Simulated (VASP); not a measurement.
# Si (Pm-3m) in VASP: notebook

Runs on Si. Level: PBE. Tasks: relaxation of cell and atoms.

All numbers are computed with VASP 6.6.1; they aren't measurements. Logs are shortened: lines on timing, memory, paths and dates and some standing lists are left out, and cuts for length are marked.

### Step 1. The cell of the first run

Symmetry: Pm-3m, No. 221, cubic system. The conventional cell has a = 2.213 Å, b = 2.213 Å, c = 2.213 Å, α = 90.00°, β = 90.00°, γ = 90.00°. Within 2.9 Å of Si (site symmetry m-3m) lie 6 Si at 2.21 Å.

### Step 2. Relaxation of cell and atoms, PBE, target pressure 55 GPa, at which the enthalpy is minimised

INCAR reads:

```
SYSTEM = Si
PREC     = Accurate       ! precision mode
ENCUT    = 600            ! plane-wave cutoff, eV
EDIFF    = 1E-7           ! SCF threshold, eV
ISMEAR   = -1             ! smearing method
SIGMA    = 0.1            ! smearing width, eV
LREAL    = .False.        ! projectors in reciprocal space
LASPH    = .True.         ! aspherical terms in the spheres
NELM     = 100            ! most SCF steps
ALGO     = Normal         ! electronic algorithm
ISIF     = 3              ! what is computed and relaxed
LWAVE    = .False.        ! write WAVECAR
LCHARG   = .False.        ! write CHGCAR
GGA      = PE             ! functional
IBRION   = 2              ! ionic algorithm
NSW      = 60             ! ionic steps
EDIFFG   = -0.005         ! ionic threshold
PSTRESS  = 550.0
```

KPOINTS reads:

```
Automatic mesh
0
Gamma
  16 16 16
  0 0 0
```

POSCAR reads:

```
Si
1.0
    2.2131341417      0.0000000000      0.0000000000
    0.0000000000      2.2131341417      0.0000000000
    0.0000000000      0.0000000000      2.2131341417
Si
1
Direct
    0.0000000000      0.0000000000      0.0000000000
```

Potentials or basis: VASP PAW PBE potentials, release 64 (Si).

Run with:

```bash
$ cat potpaw_PBE.64/Si/POTCAR > POTCAR
$ mpirun -np 1 vasp_std > vasp.out
```

OUTCAR:

```text
SYSTEM = Si
   PREC = Accurate
   ENCUT = 600
   EDIFF = 1E-7
   ISMEAR = -1
   LREAL = .False.
   LASPH = .True.
   NELM = 100
   ISIF = 3
   GGA = PE
   IBRION = 2
   NSW = 60
   EDIFFG = -0.005
   PSTRESS = 550.0

 ion  position               nearest neighbor table
   1  0.000  0.000  0.000-

  LATTYP: Found a simple cubic cell.
 ALAT       =     2.2131341417

  Lattice vectors:

 A1 = (   2.2131341417,   0.0000000000,   0.0000000000)
 A2 = (   0.0000000000,   2.2131341417,   0.0000000000)
 A3 = (   0.0000000000,   0.0000000000,   2.2131341417)

Analysis of symmetry for initial positions (statically):
=====================================================================
 Subroutine PRICEL returns:
 Original cell was already a primitive cell.

 Routine SETGRP: Setting up the symmetry group for a
 simple cubic supercell.

 Subroutine GETGRP returns: Found 48 space group operations
 (whereof 48 operations were pure point group operations)
 out of a pool of 48 trial point group operations.

The static configuration has the point symmetry O_h .

Analysis of symmetry for dynamics (positions and initial velocities):
=====================================================================
 Subroutine PRICEL returns:
 Original cell was already a primitive cell.

 Routine SETGRP: Setting up the symmetry group for a
 simple cubic supercell.

 Subroutine GETGRP returns: Found 48 space group operations
 (whereof 48 operations were pure point group operations)
 out of a pool of 48 trial point group operations.

The dynamic configuration has the point symmetry O_h .

 Subroutine INISYM returns: Found 48 space group operations
 (whereof 48 operations are pure point group operations),
 and found     1 'primitive' translations

----------------------------------------------------------------------------------------

                                     Primitive cell

  volume of cell :      10.8398

  direct lattice vectors                    reciprocal lattice vectors
     2.213134142  0.000000000  0.000000000     0.451847894  0.000000000  0.000000000
     0.000000000  2.213134142  0.000000000     0.000000000  0.451847894  0.000000000
     0.000000000  0.000000000  2.213134142     0.000000000  0.000000000  0.451847894

  length of vectors
     2.213134142  2.213134142  2.213134142     0.451847894  0.451847894  0.451847894

  position of ions in fractional coordinates (direct lattice)
     0.000000000  0.000000000  0.000000000

  ion indices of the primitive-cell ions
   primitive index   ion index
                 1           1

----------------------------------------------------------------------------------------

 KPOINTS: Automatic mesh

Automatic generation of k-mesh.
 Grid dimensions read from file:
 generate k-points for:   16   16   16

 Generating k-lattice:

  Cartesian coordinates                     Fractional coordinates (reciprocal lattice)
     0.028240493  0.000000000  0.000000000     0.062500000  0.000000000  0.000000000
     0.000000000  0.028240493  0.000000000     0.000000000  0.062500000  0.000000000
     0.000000000  0.000000000  0.028240493     0.000000000  0.000000000  0.062500000

  Length of vectors
     0.028240493  0.028240493  0.028240493

  Shift w.r.t. Gamma in fractional coordinates (k-lattice)
     0.000000000  0.000000000  0.000000000

 Subroutine IBZKPT returns following result:
 ===========================================

 Found    165 irreducible k-points:

 Following reciprocal coordinates:
            Coordinates               Weight
  0.000000  0.000000  0.000000      1.000000
  0.062500  0.000000  0.000000      6.000000
  0.125000  0.000000  0.000000      6.000000
  0.187500  0.000000  0.000000      6.000000
  0.250000  0.000000  0.000000      6.000000
  0.312500  0.000000  0.000000      6.000000
[... 16 lines left out ...]
  0.437500  0.125000  0.000000     24.000000
  0.500000  0.125000  0.000000     12.000000
 [... further k-points ...]
   k-points           NKPTS =    165   k-points in BZ     NKDIM =    165   number of bands    NBANDS=      6
   number of dos      NEDOS =    301   number of ions     NIONS =      1
   total plane-waves  NPLWV =   5832
   dimension x,y,z NGX =    18 NGY =   18 NGZ =   18
   dimension x,y,z NGXF=    36 NGYF=   36 NGZF=   36
   ions per type =               1
   NGX,Y,Z   is equivalent  to a cutoff of  13.52, 13.52, 13.52 a.u.
   NGXF,Y,Z  is equivalent  to a cutoff of  27.04, 27.04, 27.04 a.u.
 SYSTEM =  Si
   PREC   = accura    normal or accurate (medium, high low for compatibility)
   ISTART =      0    job   : 0-new  1-cont  2-samecut
   ICHARG =      2    charge: 1-file 2-atom 10-const
   ISPIN  =      1    spin polarized calculation?
   LNONCOLLINEAR =      F non collinear calculations
   LSORBIT =      F    spin-orbit coupling
   LASPH  =      T    aspherical Exc in radial PAW
   ENCUT  =  600.0 eV  44.10 Ry    6.64 a.u.   4.42  4.42  4.42*2*pi/ulx,y,z
   NELM   =    100;   NELMIN=  2; NELMDL= -5     # of ELM steps
   EDIFF  = 0.1E-06   stopping-criterion for ELM
   LREAL  =      F    real-space projection
   EDIFFG = -.5E-02   stopping-criterion for IOM
   NSW    =     60    number of steps for IOM
   IBRION =      2    ionic relax: 0-MD 1-quasi-New 2-CG
   NFREE  =      1    steps in history (QN), initial steepest desc. (CG)
   ISIF   =      3    stress and relaxation
   ISYM   =      2    0-nonsym 1-usesym 2-fastsym
   POTIM  = 0.5000    time-step for ionic-motion
   TEBEG  =    0.0;   TEEND  =   0.0 temperature during run
   PSTRESS=  550.0 pullay stress
   NELECT =       4.0000    total number of electrons
   NUPDOWN=      -1.0000    fix difference up-down
   EMIN   =  10.00;   EMAX   =-10.00  energy-range for DOS
   EFERMI =   0.00;   METHOD = LEGACY
   ISMEAR =    -1;   SIGMA  =   0.10  broadening in eV -4-tet -1-fermi 0-gaus
   EFERMI_NEDOS =   21; number of points for ismear=-14 and -15
   IALGO  =     38    algorithm
   IMIX   =      4    mixing-type and parameters
     AMIX     =   0.40;   BMIX     =  1.00
     AMIX_MAG =   1.60;   BMIX_MAG =  1.00
  volume/ion in A,a.u.               =      10.84        73.15
  Fermi-wavevector in a.u.,A,eV,Ry     =   1.174232  2.218976 18.759982  1.378820
  Thomas-Fermi vector in A             =   2.310632
   LORBIT       =      0    0 simple, 1 ext, 2 COOP (PROOUT), +10 PAW based schemes
   GGA     = PE    functional components
   LHFCALC =     F    Hartree Fock is set to
   AEXX    =    0.0000 exact exchange contribution
   IVDW    =     0    specifies the selected vdW correction
   LEPSILON=     F    determine dielectric tensor
   LRPA    =     F    only Hartree local field effects (RPA)
 conjugate gradient relaxation of ions
 non-spin polarized calculation
  energy-cutoff  :      600.00
  volume of cell :       10.84
 maximum number of plane-waves:       375
 NGX is ok and might be reduce to    18
   NGX =  9   NGY =  9   NGZ =  9

--------------------------------------- Ionic step        1  -------------------------------------------

 number of electron       4.0000000 magnetization

 Free energy of the ion-electron system (eV)
  ---------------------------------------------------
  ext. energy  EPLUGINS =         0.00000000
  ---------------------------------------------------
  free energy    TOTEN  =        -3.96810676 eV

  energy without entropy =       -3.95858160  energy(sigma->0) =       -3.96334418

------------------------ aborting loop because EDIFF is reached ----------------------------------------

  FORCE on cell =-STRESS in cart. coord.  units (eV):
  Direction    XX          YY          ZZ          XY          YZ          ZX
  --------------------------------------------------------------------------------------
  -------------------------------------------------------------------------------------
  Total        6.2736000      6.2736000      6.2736000      0.0000000      0.0000000      0.0000000
  in kB      927.2656922    927.2656922    927.2656922      0.0000000      0.0000000      0.0000000
  external PRESSURE =     377.2656922 kB  Pullay stress =     550.0000000 kB
[... 24 lines left out ...]
--------------------------------------- Ionic step        2  -------------------------------------------

 number of electron       3.9999999 magnetization

 E-fermi :   8.8886     XC(G=0): -10.8303

 val. band max:        8.8153680754   @ k =   0.5000   0.3750   0.0625
 cond. band min:       8.9003136776   @ k =   0.5000   0.4375   0.4375
 fundamental gap:      0.0849456022
 Fermi energy:         8.8885695476

 k-point     1 :       0.0000    0.0000    0.0000
  band No.  band energies     occupation
      1      -4.7238      2.00000
      2      16.3866      0.00000
      3      16.3866      0.00000
      4      16.9707      0.00000
      5      16.9707      0.00000
      6      16.9707      0.00000
[... 199 lines left out ...]
 k-point    24 :       0.5000    0.1250    0.0000
  band No.  band energies     occupation
      1       0.4901      2.00000
      2       2.3765      2.00000
      3      16.0265      0.00000
      4      19.9666      0.00000
      5      20.8709      0.00000
      6      22.9054      0.00000

 [... further k-points ...]
[... 5 lines left out ...]
  --------------------------------------------------------------------------------------
  -------------------------------------------------------------------------------------
  Total        0.5816772      0.5816772      0.5816772     -0.0000000      0.0000000     -0.0000000
  in kB       60.6834611     60.6834611     60.6834611     -0.0000000      0.0000000     -0.0000000
  external PRESSURE =    -489.3165389 kB  Pullay stress =     550.0000000 kB
[... 57 lines left out ...]
  energy  without entropy=       -4.5528131519  energy(sigma->0) =       -4.55743389

  enthalpy is  TOTEN    =        -0.3807519446 eV   P V=        4.1813026838

[... ionic steps 4 to 15 ...]

--------------------------------------- Ionic step       16  -------------------------------------------

 number of electron       4.0000000 magnetization

------------------------ aborting loop because EDIFF is reached ----------------------------------------
[... 69 lines left out ...]
--------------------------------------- Ionic step       18  -------------------------------------------

 number of electron       4.0000000 magnetization

 Free energy of the ion-electron system (eV)
  ---------------------------------------------------
  ext. energy  EPLUGINS =         0.00000000
  ---------------------------------------------------
  free energy    TOTEN  =        -4.52619177 eV

  energy without entropy =       -4.51696125  energy(sigma->0) =       -4.52157651

 E-fermi :  12.3106     XC(G=0): -11.8319

 val. band max:       12.2821729128   @ k =   0.5000   0.5000   0.0000
 cond. band min:      12.3836658584   @ k =   0.5000   0.5000   0.0625
 fundamental gap:      0.1014929456
 Fermi energy:        12.3106060836

 k-point     1 :       0.0000    0.0000    0.0000
  band No.  band energies     occupation
      1      -3.6531      2.00000
      2      19.7976      0.00000
      3      19.7976      0.00000
      4      22.1485      0.00000
      5      22.1485      0.00000
      6      22.1485      0.00000
[... 199 lines left out ...]
 k-point    24 :       0.5000    0.1250    0.0000
  band No.  band energies     occupation
      1       2.9466      2.00000
      2       4.0206      2.00000
      3      20.5006      0.00000
      4      24.1203      0.00000
      5      27.3894      0.00000
      6      28.8700      0.00000

 [... further k-points ...]
[... 5 lines left out ...]
  --------------------------------------------------------------------------------------
  -------------------------------------------------------------------------------------
  Total        4.1445404      4.1445404      4.1445404      0.0000000      0.0000000     -0.0000000
  in kB      549.9961556    549.9961556    549.9961556      0.0000000      0.0000000     -0.0000000
  external PRESSURE =      -0.0038444 kB  Pullay stress =     550.0000000 kB
[... 20 lines left out ...]
  energy  without entropy=       -4.5169612530  energy(sigma->0) =       -4.52157651

  enthalpy is  TOTEN    =        -0.3816224477 eV   P V=        4.1445693234

 reached required accuracy - stopping structural energy minimisation
```

It took 35 s on 1 thread of Intel Xeon 6975P-C, shared host; peak memory 0.12 GiB.

What came out:

```
Free energy                                            : -4.5262 eV
Relaxed volume                                         : 12.07 Å³/atom
Relaxed cell                                           : a = 2.294 Å, b = 2.294 Å, c = 2.294 Å, α = 90.00°, β = 90.00°, γ = 90.00°
Space group after relaxing (to 0.05 Å)                 : Pm-3m (No. 221)
Energy change on relaxing (the enthalpy is what falls) : -558.1 meV/atom
Ionic steps                                            : 18
Pressure after relaxing                                : 55.0 GPa
Band gap on the k mesh                                 : zero (band 2 reaches 19.80 eV, above the bottom of band 3 at 9.58 eV)
```

Step by step:
```
step  energy change (eV)  largest force (eV/Å)  pressure (GPa)  volume (Å³)
   1              0.0000                0.0000           92.73        10.84
   2             -1.0935                0.0000            6.07        15.36
   3             -0.5939                0.0000           52.43        12.18
   4             -0.5609                0.0000           54.80        12.08
   5             -0.5520                0.0000           55.43        12.06
   6             -0.5523                0.0000           55.42        12.06
   7             -0.5529                0.0000           55.37        12.06
   8             -0.5529                0.0000           55.37        12.06
   9             -0.5529                0.0000           55.37        12.06
  10             -0.5529                0.0000           55.37        12.06
  11             -0.5530                0.0000           55.36        12.06
  12             -0.5531                0.0000           55.35        12.06
  13             -0.5534                0.0000           55.34        12.06
  14             -0.5538                0.0000           55.31        12.06
  15             -0.5548                0.0000           55.24        12.06
  16             -0.5566                0.0000           55.10        12.07
  17             -0.5604                0.0000           54.84        12.08
  18             -0.5581                0.0000           55.00        12.07
```

Final structure:
```xyz
1
Lattice="2.2941 0.0000 0.0000 0.0000 2.2941 0.0000 0.0000 0.0000 2.2941" Properties=species:S:1:pos:R:3 pbc="T T T"
Si    0.0000    0.0000    0.0000
```

Levels at points of the mesh, in eV from the Fermi level:
| k point | band 1 | band 2 | band 3 | band 4 | band 5 | band 6 |
| --- | --- | --- | --- | --- | --- | --- |
| (0.00, 0.00, 0.00) | -15.96 | 7.49 | 7.49 | 9.84 | 9.84 | 9.84 |
| (0.50, 0.00, 0.00) | -9.78 | -8.68 | 10.81 | 14.78 | 14.78 | 16.24 |
| (0.50, 0.50, 0.00) | -3.78 | -3.78 | -2.73 | -0.03 | 19.60 | 19.84 |
| (0.50, 0.50, 0.50) | 0.96 | 0.96 | 0.96 | 4.51 | 4.51 | 4.51 |

Caveat: the cell is relaxed towards a set pressure, so the enthalpy falls and the energy may rise.

### Step 3. Relaxation of cell and atoms, PBE, target pressure 55 GPa, at which the enthalpy is minimised

This run uses another cell than the first one, of 12.08 Å³/atom, 1.114 times its volume.

INCAR reads:

```
PREC = Accurate ; ENCUT = 600
EDIFF = 1E-6 ; ISMEAR = -1
SIGMA = 0.1 ; LREAL = False
LASPH = True ; NELM = 80
ALGO = Normal ; ISIF = 3
LWAVE = False ; LCHARG = False
GGA = PE ; IBRION = 2
NSW = 32 ; EDIFFG = -0.005
PSTRESS = 550.0
```

KPOINTS reads:

```
regular mesh
0
Gamma
  16 16 16
```

POSCAR reads:

```
Si
1.0
    2.2944710605      0.0000000000      0.0000000000
    0.0000000000      2.2944710605      0.0000000000
    0.0000000000      0.0000000000      2.2944710605
Si
1
Direct
    0.0000000000      0.0000000000      0.0000000000
```

Potentials or basis: VASP PAW PBE potentials, release 64 (Si).

Run with:

```bash
$ cat potpaw_PBE.64/Si/POTCAR > POTCAR
$ mpirun -np 1 vasp_std > vasp.out
```

It took 9.4 s on 1 thread of Intel Xeon 6975P-C, shared host; peak memory 0.12 GiB.

The run converged. Its results:

```
Free energy                                            : -4.5264 eV
Relaxed volume                                         : 12.07 Å³/atom
Relaxed cell                                           : a = 2.294 Å, b = 2.294 Å, c = 2.294 Å, α = 90.00°, β = 90.00°, γ = 90.00°
Space group after relaxing (to 0.05 Å)                 : Pm-3m (No. 221)
Energy change on relaxing (the enthalpy is what falls) : +2.0 meV/atom
Ionic steps                                            : 3
Pressure after relaxing                                : 55.0 GPa
Band gap on the k mesh                                 : zero (band 2 reaches 19.80 eV, above the bottom of band 3 at 9.58 eV)
```

The path:
```csv
step,energy change (eV),largest force (eV/Å),pressure (GPa),volume (Å³)
1,0.0000,0.0000,54.85,12.08
2,0.0066,0.0000,55.32,12.06
3,0.0020,0.0000,55.00,12.07
```

Final structure:
```
Si
1.0
     2.29410    0.00000    0.00000
     0.00000    2.29410    0.00000
     0.00000    0.00000    2.29410
Si
1
Direct
  0.00000 0.00000 0.00000
```

Levels at points of the mesh, in eV from the Fermi level:
```tsv
k point	band 1	band 2	band 3	band 4	band 5	band 6
(0.00, 0.00, 0.00)	-15.96	7.49	7.49	9.84	9.84	9.84
(0.50, 0.00, 0.00)	-9.78	-8.68	10.81	14.78	14.78	16.24
(0.50, 0.50, 0.00)	-3.77	-3.77	-2.73	-0.03	19.60	19.77
(0.50, 0.50, 0.50)	0.96	0.96	0.96	4.51	4.51	4.51
```

Caveat: the cell is relaxed towards a set pressure, so the enthalpy falls and the energy may rise.
